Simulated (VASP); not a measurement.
# BaTe (F-43m) in VASP: a series of runs

The runs below take BaTe through single point, with PBE.

Program: VASP 6.6.1. These are calculated values, not measurements. Logs are shortened: lines on timing, memory, paths and dates and some standing lists are left out, and cuts for length are marked.

## 1. The cell of the first run

It takes space group F-43m (No. 216, cubic). Conventional cell: a = 7.593 Å, b = 7.593 Å, c = 7.593 Å, α = 90.00°, β = 90.00°, γ = 90.00°. Ba (site symmetry -43m) has 4 Te at 3.29 Å within 4.3 Å. Within 4.3 Å of Te (site symmetry -43m) lie 4 Ba at 3.29 Å.

## 2. Single point, PBE (strain -3.0%)

INCAR

```
SYSTEM = BaTe
PREC     = Accurate       ! precision mode
ENCUT    = 500            ! plane-wave cutoff, eV
EDIFF    = 1E-6           ! SCF threshold, eV
ISMEAR   = -1             ! smearing method
SIGMA    = 0.02           ! smearing width, eV
LREAL    = .FALSE.        ! projectors in reciprocal space
LASPH    = .TRUE.         ! aspherical terms in the spheres
NELM     = 120            ! most SCF steps
ALGO     = Normal         ! electronic algorithm
ISIF     = 2              ! what is computed and relaxed
LWAVE    = .FALSE.        ! write WAVECAR
LCHARG   = .TRUE.         ! write CHGCAR
GGA      = PE             ! functional
LELF     = .TRUE.         ! ELF
LVHAR    = .TRUE.       
NBANDS   = 15             ! bands
GGA_COMPAT= .FALSE.
```

KPOINTS

```
Automatic mesh
0
G
  6 6 6
  0 0 0
```

POSCAR

```
BaTe
1.0
    0.0000000000      3.7967339062      3.7967339062
    3.7967339062      0.0000000000      3.7967339062
    3.7967339062      3.7967339062      0.0000000000
Ba Te
1 1
Direct
    0.0000000000      0.0000000000      0.0000000000
    0.2500000000      0.2500000000      0.2500000000
```

Potentials or basis: VASP PAW PBE potentials, release 64 (Ba_sv, Te).

Launch:

```sh
> cat potpaw_PBE.64/Ba_sv/POTCAR potpaw_PBE.64/Te/POTCAR > POTCAR
> mpirun -np 1 vasp_std > vasp.out
```

OUTCAR:

```text
SYSTEM = BaTe
   PREC = Accurate
   ENCUT = 500
   EDIFF = 1E-6
   ISMEAR = -1
   LREAL = .FALSE.
   LASPH = .TRUE.
   NELM = 120
   ISIF = 2
   GGA = PE

 ion  position               nearest neighbor table
   1  0.000  0.000  0.000-   2 3.29   2 3.29   2 3.29   2 3.29
   2  0.250  0.250  0.250-   1 3.29   1 3.29   1 3.29   1 3.29

  LATTYP: Found a face centered cubic cell.
 ALAT       =     7.5934678124

  Lattice vectors:

 A1 = (   0.0000000000,   3.7967339062,   3.7967339062)
 A2 = (   3.7967339062,   0.0000000000,   3.7967339062)
 A3 = (   3.7967339062,   3.7967339062,   0.0000000000)

Analysis of symmetry for initial positions (statically):
=====================================================================
 Subroutine PRICEL returns:
 Original cell was already a primitive cell.

 Routine SETGRP: Setting up the symmetry group for a
 face centered cubic supercell.

 Subroutine GETGRP returns: Found 24 space group operations
 (whereof 24 operations were pure point group operations)
 out of a pool of 48 trial point group operations.

The static configuration has the point symmetry T_d .

Analysis of symmetry for dynamics (positions and initial velocities):
=====================================================================
 Subroutine PRICEL returns:
 Original cell was already a primitive cell.

 Routine SETGRP: Setting up the symmetry group for a
 face centered cubic supercell.

 Subroutine GETGRP returns: Found 24 space group operations
 (whereof 24 operations were pure point group operations)
 out of a pool of 48 trial point group operations.

The dynamic configuration has the point symmetry T_d .

 Subroutine INISYM returns: Found 24 space group operations
 (whereof 24 operations are pure point group operations),
 and found     1 'primitive' translations

----------------------------------------------------------------------------------------

                                     Primitive cell

  volume of cell :     109.4613

  direct lattice vectors                    reciprocal lattice vectors
     0.000000000  3.796733906  3.796733906    -0.131692137  0.131692137  0.131692137
     3.796733906  0.000000000  3.796733906     0.131692137 -0.131692137  0.131692137
     3.796733906  3.796733906  0.000000000     0.131692137  0.131692137 -0.131692137

  length of vectors
     5.369392583  5.369392583  5.369392583     0.228097471  0.228097471  0.228097471

  position of ions in fractional coordinates (direct lattice)
     0.000000000  0.000000000  0.000000000
     0.250000000  0.250000000  0.250000000

  ion indices of the primitive-cell ions
   primitive index   ion index
                 1           1
                 2           2

----------------------------------------------------------------------------------------

 KPOINTS: Automatic mesh

Automatic generation of k-mesh.
 Grid dimensions read from file:
 generate k-points for:    6    6    6

 Generating k-lattice:

  Cartesian coordinates                     Fractional coordinates (reciprocal lattice)
    -0.021948689  0.021948689  0.021948689     0.166666667  0.000000000  0.000000000
     0.021948689 -0.021948689  0.021948689     0.000000000  0.166666667  0.000000000
     0.021948689  0.021948689 -0.021948689     0.000000000  0.000000000  0.166666667

  Length of vectors
     0.038016245  0.038016245  0.038016245

  Shift w.r.t. Gamma in fractional coordinates (k-lattice)
     0.000000000  0.000000000  0.000000000

 Subroutine IBZKPT returns following result:
 ===========================================

 Found     16 irreducible k-points:

 Following reciprocal coordinates:
            Coordinates               Weight
  0.000000  0.000000  0.000000      1.000000
  0.166667  0.000000  0.000000      8.000000
  0.333333  0.000000  0.000000      8.000000
  0.500000  0.000000  0.000000      4.000000
  0.166667  0.166667  0.000000      6.000000
  0.333333  0.166667  0.000000     24.000000
[... 8 lines left out ...]
 -0.333333  0.333333  0.166667     24.000000
 -0.333333  0.500000  0.166667     12.000000
   k-points           NKPTS =     16   k-points in BZ     NKDIM =     16   number of bands    NBANDS=     15
   number of dos      NEDOS =    301   number of ions     NIONS =      2
   total plane-waves  NPLWV =  64000
   dimension x,y,z NGX =    40 NGY =   40 NGZ =   40
   dimension x,y,z NGXF=    80 NGYF=   80 NGZF=   80
   ions per type =               1   1
   NGX,Y,Z   is equivalent  to a cutoff of  12.38, 12.38, 12.38 a.u.
   NGXF,Y,Z  is equivalent  to a cutoff of  24.77, 24.77, 24.77 a.u.
 SYSTEM =  BaTe
   PREC   = accura    normal or accurate (medium, high low for compatibility)
   ISTART =      0    job   : 0-new  1-cont  2-samecut
   ICHARG =      2    charge: 1-file 2-atom 10-const
   ISPIN  =      1    spin polarized calculation?
   LNONCOLLINEAR =      F non collinear calculations
   LSORBIT =      F    spin-orbit coupling
   LASPH  =      T    aspherical Exc in radial PAW
   ENCUT  =  500.0 eV  36.75 Ry    6.06 a.u.   9.79  9.79  9.79*2*pi/ulx,y,z
   NELM   =    120;   NELMIN=  2; NELMDL= -5     # of ELM steps
   EDIFF  = 0.1E-05   stopping-criterion for ELM
   LREAL  =      F    real-space projection
[... 7 lines left out ...]
   TEBEG  =    0.0;   TEEND  =   0.0 temperature during run
   PSTRESS=    0.0 pullay stress
   NELECT =      16.0000    total number of electrons
   NUPDOWN=      -1.0000    fix difference up-down
   EMIN   =  10.00;   EMAX   =-10.00  energy-range for DOS
   EFERMI =   0.00;   METHOD = LEGACY
   ISMEAR =    -1;   SIGMA  =   0.02  broadening in eV -4-tet -1-fermi 0-gaus
   EFERMI_NEDOS =   21; number of points for ismear=-14 and -15
   IALGO  =     38    algorithm
   IMIX   =      4    mixing-type and parameters
     AMIX     =   0.40;   BMIX     =  1.00
     AMIX_MAG =   1.60;   BMIX_MAG =  1.00
  volume/ion in A,a.u.               =      54.73       369.34
  Fermi-wavevector in a.u.,A,eV,Ry     =   0.862372  1.629647 10.118456  0.743686
  Thomas-Fermi vector in A             =   1.980164
   LORBIT       =      0    0 simple, 1 ext, 2 COOP (PROOUT), +10 PAW based schemes
   GGA     = PE    functional components
   LHFCALC =     F    Hartree Fock is set to
   AEXX    =    0.0000 exact exchange contribution
   IVDW    =     0    specifies the selected vdW correction
   LEPSILON=     F    determine dielectric tensor
   LRPA    =     F    only Hartree local field effects (RPA)
 non-spin polarized calculation
  energy-cutoff  :      500.00
  volume of cell :      109.46
 maximum number of plane-waves:      2798
   NGX = 19   NGY = 19   NGZ = 19

 number of electron      16.0000000 magnetization

 Free energy of the ion-electron system (eV)
  ---------------------------------------------------
  ext. energy  EPLUGINS =         0.00000000
  ---------------------------------------------------
  free energy    TOTEN  =        -8.01280267 eV

  energy without entropy =       -8.01280267  energy(sigma->0) =       -8.01280267

 E-fermi :   0.9707     XC(G=0):  -7.0130

 val. band max:        0.4473382018   @ k =  -0.3333   0.5000   0.1667
 cond. band min:       3.1402547183   @ k =   0.0000   0.0000   0.0000
 fundamental gap:      2.6929165165
 Fermi energy:         0.9706884942

 k-point     1 :       0.0000    0.0000    0.0000
  band No.  band energies     occupation
      1     -26.2146      2.00000
      2     -11.4390      2.00000
      3     -11.4390      2.00000
      4     -11.4390      2.00000
      5      -8.4205      2.00000
      6      -0.1216      2.00000
      7      -0.1216      2.00000
      8      -0.1216      2.00000
      9       3.1403      0.00000
     10       4.6448      0.00000
     11       4.6448      0.00000
     12       6.7845      0.00000
     13       6.7845      0.00000
     14       6.7845      0.00000
     15       8.8580      0.00000

 k-point     2 :       0.1667    0.0000    0.0000
  band No.  band energies     occupation
      1     -26.2131      2.00000
      2     -11.5114      2.00000
      3     -11.4444      2.00000
      4     -11.4444      2.00000
      5      -8.3168      2.00000
      6      -0.2544      2.00000
      7      -0.0607      2.00000
      8      -0.0607      2.00000
      9       3.7106      0.00000
     10       4.5089      0.00000
     11       4.5089      0.00000
     12       6.4965      0.00000
     13       7.1047      0.00000
     14       7.1047      0.00000
     15       7.5489      0.00000

 k-point     3 :       0.3333    0.0000    0.0000
  band No.  band energies     occupation
      1     -26.2102      2.00000
      2     -11.6436      2.00000
      3     -11.4553      2.00000
      4     -11.4553      2.00000
      5      -8.1255      2.00000
      6      -0.3517      2.00000
      7       0.0529      2.00000
      8       0.0529      2.00000
      9       4.5212      0.00000
     10       4.5671      0.00000
     11       4.5671      0.00000
     12       5.6529      0.00000
     13       6.5773      0.00000
     14       6.5773      0.00000
     15       7.0782      0.00000
[... 199 lines left out ...]
 k-point    15 :      -0.3333    0.3333    0.1667
  band No.  band energies     occupation
      1     -26.2072      2.00000
      2     -11.7132      2.00000
      3     -11.5088      2.00000
      4     -11.4799      2.00000
      5      -7.9382      2.00000
      6      -0.2295      2.00000
      7      -0.0921      2.00000
      8       0.3422      2.00000
      9       3.5219      0.00000
     10       4.3552      0.00000
     11       5.0787      0.00000
     12       6.1289      0.00000
     13       6.4818      0.00000
     14       6.9698      0.00000
     15       8.3377      0.00000

 k-point    16 :      -0.3333    0.5000    0.1667
  band No.  band energies     occupation
      1     -26.2067      2.00000
      2     -11.7273      2.00000
      3     -11.5061      2.00000
      4     -11.4918      2.00000
      5      -7.9079      2.00000
      6      -0.4475      2.00000
      7       0.1188      2.00000
      8       0.4473      2.00000
      9       3.3156      0.00000
     10       4.3078      0.00000
     11       5.3466      0.00000
     12       5.7078      0.00000
     13       6.4686      0.00000
     14       8.0104      0.00000
     15       8.2800      0.00000

------------------------ aborting loop because EDIFF is reached ----------------------------------------

  FORCE on cell =-STRESS in cart. coord.  units (eV):
  Direction    XX          YY          ZZ          XY          YZ          ZX
  --------------------------------------------------------------------------------------
  -------------------------------------------------------------------------------------
  Total        1.5898553      1.5898553      1.5898553      0.0000000      0.0000000      0.0000000
  in kB       23.2706065     23.2706065     23.2706065      0.0000000      0.0000000      0.0000000
  external PRESSURE =      23.2706065 kB  Pullay stress =       0.0000000 kB

 VOLUME and BASIS-vectors are now :
 -----------------------------------------------------------------------------
  energy-cutoff  :      500.00
  volume of cell :      109.46
      direct lattice vectors                 reciprocal lattice vectors
     0.000000000  3.796733906  3.796733906    -0.131692137  0.131692137  0.131692137
     3.796733906  0.000000000  3.796733906     0.131692137 -0.131692137  0.131692137
     3.796733906  3.796733906  0.000000000     0.131692137  0.131692137 -0.131692137

 POSITION                                       TOTAL-FORCE (eV/Angst)
 -----------------------------------------------------------------------------------
      0.00000      0.00000      0.00000         0.000000      0.000000     -0.000000
      1.89837      1.89837      1.89837        -0.000000     -0.000000      0.000000
 -----------------------------------------------------------------------------------
    total drift:                                0.000000      0.000000      0.000000

  FREE ENERGIE OF THE ION-ELECTRON SYSTEM (eV)
  ---------------------------------------------------
  free  energy   TOTEN  =        -8.0128026676 eV

  energy  without entropy=       -8.0128026676  energy(sigma->0) =       -8.01280267
```

Wall time 25 s (1 thread of Intel Xeon 6975P-C, shared host); peak memory 0.25 GiB.

What came out:

```
Free energy            : -8.0128 eV
Pressure               : 2.3 GPa
Band gap on the k mesh : 2.69 eV, indirect (least direct gap 2.87 eV)
```

Levels at points of the mesh, in eV from the valence-band top:
| k point | band 5 | band 6 | band 7 | band 8 | band 9 | band 10 | band 11 | band 12 |
| --- | --- | --- | --- | --- | --- | --- | --- | --- |
| (0.00, 0.00, 0.00) | -8.87 | -0.57 | -0.57 | -0.57 | 2.69 | 4.20 | 4.20 | 6.34 |
| (0.50, 0.00, 0.00) | -8.48 | -0.78 | -0.34 | -0.34 | 4.09 | 4.44 | 4.44 | 4.71 |
| (0.50, 0.50, 0.00) | -8.36 | -1.14 | -0.01 | -0.01 | 2.88 | 4.01 | 5.15 | 5.15 |

Caveat: the cell differs from its parent crystal (strain -3.0%); spin-orbit coupling is left out, which moves the levels of the heavy elements. A k mesh can miss the band edges.

## 3. Single point, PBE (strain -1.5%)

INCAR

```
PREC = Accurate ; ENCUT = 500
EDIFF = 1E-6 ; ISMEAR = -1
SIGMA = 0.02 ; LREAL = False
LASPH = True ; NELM = 120
ALGO = Normal ; ISIF = 2
LWAVE = False ; LCHARG = True
GGA = PE ; LELF = True
LVHAR = True ; NBANDS = 15
GGA_COMPAT = False
```

KPOINTS

```
regular mesh
0
Gamma
  6 6 6
```

POSCAR

```
BaTe
1.0
    0.0000000000      3.8554462862      3.8554462862
    3.8554462862      0.0000000000      3.8554462862
    3.8554462862      3.8554462862      0.0000000000
Ba Te
1 1
Direct
    0.0000000000      0.0000000000      0.0000000000
    0.2500000000      0.2500000000      0.2500000000
```

Potentials or basis: VASP PAW PBE potentials, release 64 (Ba_sv, Te).

Launch:

```sh
> cat potpaw_PBE.64/Ba_sv/POTCAR potpaw_PBE.64/Te/POTCAR > POTCAR
> mpirun -np 1 vasp_std > vasp.out
```

It took 30 s on 1 thread of Intel Xeon 6975P-C, shared host; peak memory 0.25 GiB.

The run converged. Its results:

```
Free energy            : -8.0685 eV
Pressure               : 1.2 GPa
Band gap on the k mesh : 2.64 eV, indirect (least direct gap 2.90 eV)
```

Levels at points of the mesh, in eV from the valence-band top:
```csv
k point,band 6,band 7,band 8,band 9,band 10,band 11
"(0.00, 0.00, 0.00)",-0.50,-0.50,-0.50,2.64,4.17,4.17
"(0.50, 0.00, 0.00)",-0.74,-0.29,-0.29,4.05,4.39,4.39
"(0.50, 0.50, 0.00)",-1.05,0.00,0.00,2.91,3.96,5.07
```

Caveat: the cell differs from its parent crystal (strain -1.5%); spin-orbit coupling is left out, which moves the levels of the heavy elements.
